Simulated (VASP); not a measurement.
# TeMo3 (Pm-3m) in VASP: a series of runs

The runs below take TeMo3 through single point, relaxation of cell and atoms, with PBE.

Everything below comes from runs of VASP 6.6.1. Logs are shortened: lines on timing, memory, paths and dates and some standing lists are left out, and cuts for length are marked.

## (1) The cell of the first run

Symmetry: Pm-3m, No. 221, cubic system. The conventional cell has a = 4.085 Å, b = 4.085 Å, c = 4.085 Å, α = 90.00°, β = 90.00°, γ = 90.00°. Within 3.8 Å of Te (site symmetry m-3m) lie 12 Mo at 2.89 Å. Mo (site symmetry 4/mmm) has 4 Te at 2.89 Å and 8 Mo at 2.89 Å within 3.8 Å.

## (2) Single point, PBE

INCAR

```
SYSTEM = TeMo3
PREC = Accurate
ENCUT = 500
EDIFF = 1E-6
ISMEAR = 0
SIGMA = 0.1
LREAL = .False.
LASPH = .True.
NELM = 120
ALGO = Normal
ISIF = 2
LWAVE = .False.
LCHARG = .False.
GGA = PE
NBANDS = 32
GGA_COMPAT = .False.
```

KPOINTS

```
Automatic mesh
0
Gamma
  12 12 12
  0 0 0
```

POSCAR

```
TeMo3
1.0
    4.0848186836      0.0000000000      0.0000000000
    0.0000000000      4.0848186836      0.0000000000
    0.0000000000      0.0000000000      4.0848186836
Te Mo
1 3
Direct
    0.0000000000      0.0000000000      0.0000000000
    0.0000000000      0.5000000000      0.5000000000
    0.5000000000      0.0000000000      0.5000000000
    0.5000000000      0.5000000000      0.0000000000
```

Potentials or basis: VASP PAW PBE potentials, release 64 (Te, Mo_sv).

Run with:

```
$ cat potpaw_PBE.64/Te/POTCAR potpaw_PBE.64/Mo_sv/POTCAR > POTCAR
$ mpirun -np 1 vasp_std > vasp.out
```

OUTCAR:

```text
SYSTEM = TeMo3
   PREC = Accurate
   ENCUT = 500
   EDIFF = 1E-6
   ISMEAR = 0
   LREAL = .False.
   LASPH = .True.
   NELM = 120
   ISIF = 2
   GGA = PE

 ion  position               nearest neighbor table
   1  0.000  0.000  0.000-   2 2.89   3 2.89   4 2.89   2 2.89   3 2.89   2 2.89   4 2.89   2 2.89
                             3 2.89   4 2.89   3 2.89   4 2.89
   2  0.000  0.500  0.500-   1 2.89   3 2.89   4 2.89   1 2.89   4 2.89   1 2.89   3 2.89   1 2.89
                             3 2.89   4 2.89   4 2.89   3 2.89
   3  0.500  0.000  0.500-   1 2.89   2 2.89   4 2.89   1 2.89   4 2.89   2 2.89   4 2.89   4 2.89
                             1 2.89   2 2.89   1 2.89   2 2.89
   4  0.500  0.500  0.000-   1 2.89   2 2.89   3 2.89   2 2.89   3 2.89   1 2.89   3 2.89   3 2.89
                             1 2.89   2 2.89   2 2.89   1 2.89

  LATTYP: Found a simple cubic cell.
 ALAT       =     4.0848186836

  Lattice vectors:

 A1 = (   4.0848186836,   0.0000000000,   0.0000000000)
 A2 = (   0.0000000000,   4.0848186836,   0.0000000000)
 A3 = (   0.0000000000,   0.0000000000,   4.0848186836)

Analysis of symmetry for initial positions (statically):
=====================================================================
 Subroutine PRICEL returns:
 Original cell was already a primitive cell.

 Routine SETGRP: Setting up the symmetry group for a
 simple cubic supercell.

 Subroutine GETGRP returns: Found 48 space group operations
 (whereof 48 operations were pure point group operations)
 out of a pool of 48 trial point group operations.

The static configuration has the point symmetry O_h .

Analysis of symmetry for dynamics (positions and initial velocities):
=====================================================================
 Subroutine PRICEL returns:
 Original cell was already a primitive cell.

 Routine SETGRP: Setting up the symmetry group for a
 simple cubic supercell.

 Subroutine GETGRP returns: Found 48 space group operations
 (whereof 48 operations were pure point group operations)
 out of a pool of 48 trial point group operations.

The dynamic configuration has the point symmetry O_h .

 Subroutine INISYM returns: Found 48 space group operations
 (whereof 48 operations are pure point group operations),
 and found     1 'primitive' translations

----------------------------------------------------------------------------------------

                                     Primitive cell

  volume of cell :      68.1582

  direct lattice vectors                    reciprocal lattice vectors
     4.084818684  0.000000000  0.000000000     0.244808908  0.000000000  0.000000000
     0.000000000  4.084818684  0.000000000     0.000000000  0.244808908  0.000000000
     0.000000000  0.000000000  4.084818684     0.000000000  0.000000000  0.244808908

  length of vectors
     4.084818684  4.084818684  4.084818684     0.244808908  0.244808908  0.244808908

  position of ions in fractional coordinates (direct lattice)
     0.000000000  0.000000000  0.000000000
     0.000000000  0.500000000  0.500000000
     0.500000000  0.000000000  0.500000000
     0.500000000  0.500000000  0.000000000

  ion indices of the primitive-cell ions
   primitive index   ion index
                 1           1
                 2           2
                 3           3
                 4           4

----------------------------------------------------------------------------------------

 KPOINTS: Automatic mesh

Automatic generation of k-mesh.
 Grid dimensions read from file:
 generate k-points for:   12   12   12

 Generating k-lattice:

  Cartesian coordinates                     Fractional coordinates (reciprocal lattice)
     0.020400742  0.000000000  0.000000000     0.083333333  0.000000000  0.000000000
     0.000000000  0.020400742  0.000000000     0.000000000  0.083333333  0.000000000
     0.000000000  0.000000000  0.020400742     0.000000000  0.000000000  0.083333333

  Length of vectors
     0.020400742  0.020400742  0.020400742

  Shift w.r.t. Gamma in fractional coordinates (k-lattice)
     0.000000000  0.000000000  0.000000000

 Subroutine IBZKPT returns following result:
 ===========================================

 Found     84 irreducible k-points:

 Following reciprocal coordinates:
            Coordinates               Weight
  0.000000  0.000000  0.000000      1.000000
  0.083333  0.000000  0.000000      6.000000
  0.166667  0.000000  0.000000      6.000000
  0.250000  0.000000  0.000000      6.000000
  0.333333  0.000000  0.000000      6.000000
  0.416667  0.000000  0.000000      6.000000
[... 16 lines left out ...]
  0.333333  0.333333  0.000000     12.000000
  0.416667  0.333333  0.000000     24.000000
 [... further k-points ...]
   k-points           NKPTS =     84   k-points in BZ     NKDIM =     84   number of bands    NBANDS=     32
   number of dos      NEDOS =    301   number of ions     NIONS =      4
   total plane-waves  NPLWV =  27000
   dimension x,y,z NGX =    30 NGY =   30 NGZ =   30
   dimension x,y,z NGXF=    60 NGYF=   60 NGZF=   60
   ions per type =               1   3
   NGX,Y,Z   is equivalent  to a cutoff of  12.21, 12.21, 12.21 a.u.
   NGXF,Y,Z  is equivalent  to a cutoff of  24.42, 24.42, 24.42 a.u.
 SYSTEM =  TeMo3
   PREC   = accura    normal or accurate (medium, high low for compatibility)
   ISTART =      0    job   : 0-new  1-cont  2-samecut
   ICHARG =      2    charge: 1-file 2-atom 10-const
   ISPIN  =      1    spin polarized calculation?
   LNONCOLLINEAR =      F non collinear calculations
   LSORBIT =      F    spin-orbit coupling
   LASPH  =      T    aspherical Exc in radial PAW
   ENCUT  =  500.0 eV  36.75 Ry    6.06 a.u.   7.45  7.45  7.45*2*pi/ulx,y,z
   NELM   =    120;   NELMIN=  2; NELMDL= -5     # of ELM steps
   EDIFF  = 0.1E-05   stopping-criterion for ELM
   LREAL  =      F    real-space projection
   EDIFFG = 0.1E-04   stopping-criterion for IOM
   NSW    =      0    number of steps for IOM
   IBRION =     -1    ionic relax: 0-MD 1-quasi-New 2-CG
   NFREE  =      0    steps in history (QN), initial steepest desc. (CG)
   ISIF   =      2    stress and relaxation
   ISYM   =      2    0-nonsym 1-usesym 2-fastsym
   POTIM  = 0.5000    time-step for ionic-motion
   TEBEG  =    0.0;   TEEND  =   0.0 temperature during run
   PSTRESS=    0.0 pullay stress
   NELECT =      48.0000    total number of electrons
   NUPDOWN=      -1.0000    fix difference up-down
   EMIN   =  10.00;   EMAX   =-10.00  energy-range for DOS
   EFERMI =   0.00;   METHOD = LEGACY
   ISMEAR =     0;   SIGMA  =   0.10  broadening in eV -4-tet -1-fermi 0-gaus
   EFERMI_NEDOS =   21; number of points for ismear=-14 and -15
   IALGO  =     38    algorithm
   IMIX   =      4    mixing-type and parameters
     AMIX     =   0.40;   BMIX     =  1.00
     AMIX_MAG =   1.60;   BMIX_MAG =  1.00
  volume/ion in A,a.u.               =      17.04       114.99
  Fermi-wavevector in a.u.,A,eV,Ry     =   1.456518  2.752420 28.863999  2.121444
  Thomas-Fermi vector in A             =   2.573427
   LORBIT       =      0    0 simple, 1 ext, 2 COOP (PROOUT), +10 PAW based schemes
   GGA     = PE    functional components
   LHFCALC =     F    Hartree Fock is set to
   AEXX    =    0.0000 exact exchange contribution
   IVDW    =     0    specifies the selected vdW correction
   LEPSILON=     F    determine dielectric tensor
   LRPA    =     F    only Hartree local field effects (RPA)
 non-spin polarized calculation
 Gauss-broadening in eV      SIGMA  =   0.10
  energy-cutoff  :      500.00
  volume of cell :       68.16
 maximum number of plane-waves:      1759
 NGX is ok and might be reduce to    30
   NGX = 15   NGY = 15   NGZ = 15

 number of electron      47.9999988 magnetization

 Free energy of the ion-electron system (eV)
  ---------------------------------------------------
  ext. energy  EPLUGINS =         0.00000000
  ---------------------------------------------------
  free energy    TOTEN  =       -33.37204281 eV

  energy without entropy =      -33.34178863  energy(sigma->0) =      -33.35691572

 E-fermi :  12.9889     XC(G=0): -12.7772

 val. band max:       12.9859175968   @ k =   0.5000   0.0833   0.0833
 cond. band min:      12.9909253879   @ k =   0.3333   0.1667   0.1667
 fundamental gap:      0.0050077911
 Fermi energy:        12.9888870466

 k-point     1 :       0.0000    0.0000    0.0000
  band No.  band energies     occupation
      1     -48.2209      2.00000
      2     -48.0436      2.00000
      3     -48.0436      2.00000
      4     -22.6166      2.00000
      5     -22.6166      2.00000
      6     -22.6166      2.00000
[... 24 lines left out ...]
     31      16.6078      0.00000
     32      16.6078      0.00000

 k-point     2 :       0.0833    0.0000    0.0000
  band No.  band energies     occupation
      1     -48.2183      2.00000
      2     -48.0463      2.00000
      3     -48.0436      2.00000
      4     -22.6094      2.00000
      5     -22.6094      2.00000
      6     -22.6067      2.00000
[... 24 lines left out ...]
     31      16.3360      0.00000
     32      16.6083      0.00000

 k-point     3 :       0.1667    0.0000    0.0000
  band No.  band energies     occupation
      1     -48.2105      2.00000
      2     -48.0541      2.00000
      3     -48.0435      2.00000
      4     -22.5887      2.00000
      5     -22.5887      2.00000
      6     -22.5777      2.00000
[... 24 lines left out ...]
     31      15.7387      0.00000
     32      16.6095      0.00000

 k-point     4 :       0.2500    0.0000    0.0000
  band No.  band energies     occupation
      1     -48.1984      2.00000
      2     -48.0662      2.00000
      3     -48.0434      2.00000
      4     -22.5572      2.00000
      5     -22.5572      2.00000
      6     -22.5319      2.00000
[... 654 lines left out ...]
     31      16.2863      0.00000
     32      16.4535      0.00000

 k-point    23 :       0.3333    0.3333    0.0000
  band No.  band energies     occupation
      1     -48.1523      2.00000
      2     -48.0876      2.00000
      3     -48.0671      2.00000
      4     -22.5945      2.00000
      5     -22.4227      2.00000
      6     -22.4177      2.00000
[... 24 lines left out ...]
     31      15.9299      0.00000
     32      16.2383      0.00000

 k-point    24 :       0.4167    0.3333    0.0000
  band No.  band energies     occupation
      1     -48.1392      2.00000
      2     -48.0962      2.00000
      3     -48.0714      2.00000
      4     -22.5981      2.00000
      5     -22.4450      2.00000
      6     -22.3787      2.00000
[... 24 lines left out ...]
     31      16.1858      0.00000
     32      16.7251      0.00000

 [... further k-points ...]
[... 5 lines left out ...]
  --------------------------------------------------------------------------------------
  -------------------------------------------------------------------------------------
  Total        0.0874425      0.0874425      0.0874425      0.0000000      0.0000000     -0.0000000
  in kB        2.0554873      2.0554873      2.0554873      0.0000000      0.0000000     -0.0000000
  external PRESSURE =       2.0554873 kB  Pullay stress =       0.0000000 kB

 VOLUME and BASIS-vectors are now :
 -----------------------------------------------------------------------------
  energy-cutoff  :      500.00
  volume of cell :       68.16
      direct lattice vectors                 reciprocal lattice vectors
     4.084818684  0.000000000  0.000000000     0.244808908  0.000000000  0.000000000
     0.000000000  4.084818684  0.000000000     0.000000000  0.244808908  0.000000000
     0.000000000  0.000000000  4.084818684     0.000000000  0.000000000  0.244808908

 POSITION                                       TOTAL-FORCE (eV/Angst)
 -----------------------------------------------------------------------------------
      0.00000      0.00000      0.00000         0.000000      0.000000      0.000000
      0.00000      2.04241      2.04241         0.000000      0.000000      0.000000
      2.04241      0.00000      2.04241         0.000000      0.000000      0.000000
      2.04241      2.04241      0.00000         0.000000      0.000000      0.000000
 -----------------------------------------------------------------------------------
    total drift:                                0.000000      0.000000     -0.000000

  FREE ENERGIE OF THE ION-ELECTRON SYSTEM (eV)
  ---------------------------------------------------
  free  energy   TOTEN  =       -33.3720428077 eV

  energy  without entropy=      -33.3417886275  energy(sigma->0) =      -33.35691572
```

Wall time 3 min (1 thread of AMD EPYC 7R13, shared host); peak memory 0.24 GiB.

Results:

```yaml
Free_energy: -33.3720 eV
Pressure: 0.2 GPa
Band_gap_on_the_k_mesh: zero (band 24 reaches 13.60 eV, above the bottom of band 25 at 12.66 eV)
```

Caveat: spin-orbit coupling is left out, which moves the levels of the heavy elements.

## (3) Relaxation of cell and atoms, PBE

INCAR

```
SYSTEM = TeMo3
ALGO = Normal
EDIFF = 1E-7
EDIFFG = -0.01
ENCUT = 500
GGA = PE
GGA_COMPAT = .False.
IBRION = 2
ISIF = 3
ISMEAR = 0
LASPH = .True.
LCHARG = .False.
LREAL = .False.
LWAVE = .False.
NELM = 120
NELMIN = 4
NSW = 100
PREC = Accurate
SIGMA = 0.1
```

KPOINTS

```
k-points
0
Gamma
  12 12 12
  0 0 0
```

POSCAR

```
TeMo3
1.0
    4.0844647003      0.0000000000      0.0000000000
    0.0000000000      4.0844647003      0.0000000000
    0.0000000000      0.0000000000      4.0844647003
Te Mo
1 3
Direct
    0.0000000000      0.0000000000      0.0000000000
    0.0000000000      0.5000000000      0.5000000000
    0.5000000000      0.0000000000      0.5000000000
    0.5000000000      0.5000000000      0.0000000000
```

Potentials or basis: VASP PAW PBE potentials, release 64 (Te, Mo_sv).

Run with:

```
$ cat potpaw_PBE.64/Te/POTCAR potpaw_PBE.64/Mo_sv/POTCAR > POTCAR
$ mpirun -np 1 vasp_std > vasp.out
```

It took 6.6 min on 1 thread of AMD EPYC 7R13, shared host; peak memory 0.24 GiB.

It converged, with:

* Free energy: -33.3721 eV
* Relaxed volume: 17.06 Å³/atom
* Relaxed cell: a = 4.086 Å, b = 4.086 Å, c = 4.086 Å, α = 90.00°, β = 90.00°, γ = 90.00°
* Space group after relaxing (to 0.05 Å): Pm-3m (No. 221)
* Energy gained by relaxing: 0.0 meV/atom
* Ionic steps: 3
* Pressure after relaxing: 0.0 GPa
* Band gap on the k mesh: zero (band 24 reaches 13.58 eV, above the bottom of band 25 at 12.64 eV)

Final structure:
```
CELL_PARAMETERS angstrom
4.08619 0.00000 0.00000
0.00000 4.08619 0.00000
0.00000 0.00000 4.08619
ATOMIC_POSITIONS crystal
Te 0.00000 0.00000 0.00000
Mo 0.00000 0.50000 0.50000
Mo 0.50000 0.00000 0.50000
Mo 0.50000 0.50000 0.00000
```

Levels at points of the mesh, in eV from the Fermi level:
```
           k point  band 22  band 23  band 24  band 25  band 26  band 27
(0.00, 0.00, 0.00)    -3.76    -0.28    -0.28    -0.28     0.97     1.81
(0.50, 0.00, 0.00)    -1.44    -1.44    -0.16    -0.13    -0.13     0.26
(0.50, 0.50, 0.00)    -1.39    -0.67    -0.33    -0.27    -0.27    -0.05
(0.50, 0.50, 0.50)    -1.64    -0.29    -0.29    -0.29     0.34     0.39
```

Caveat: spin-orbit coupling is left out, which moves the levels of the heavy elements.
